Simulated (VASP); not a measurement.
Here is a VASP 6.6.1 calculation.

File INCAR:

```
PREC = Accurate
ENCUT = 520
EDIFF = 1E-7
ISMEAR = 0
SIGMA = 0.1
LREAL = F
LASPH = T
NELM = 100
ALGO = Fast
ISIF = 2
LWAVE = F
LCHARG = T
GGA = PE
LELF = T
LVHAR = T
NBANDS = 30
```

The input KPOINTS:

```
Automatic mesh
0
Gamma
  12 12 12
```

File POSCAR:

```
AlW3
1.0
    0.0000000000      3.1597992348      3.1597992348
    3.1597992348      0.0000000000      3.1597992348
    3.1597992348      3.1597992348      0.0000000000
Al W
1 3
Direct
    0.0000000000      0.0000000000      0.0000000000
    0.2500000000      0.2500000000      0.2500000000
    0.7500000000      0.7500000000      0.7500000000
    0.5000000000      0.5000000000      0.5000000000
```

Potentials or basis: VASP PAW PBE potentials, release 64 (Al, W_sv).

The run is started by

```sh
$ cat potpaw_PBE.64/Al/POTCAR potpaw_PBE.64/W_sv/POTCAR > POTCAR
$ mpirun -np 1 vasp_std > vasp.out
```

Task: What does it give for the pressure?

Result: 0.3 GPa.

Task: Predict the band gap on the k mesh.

Result: Zero (an odd number of electrons rules out a gap without spin polarisation).

Caveat: spin-orbit coupling is left out, which moves the levels of the heavy elements.
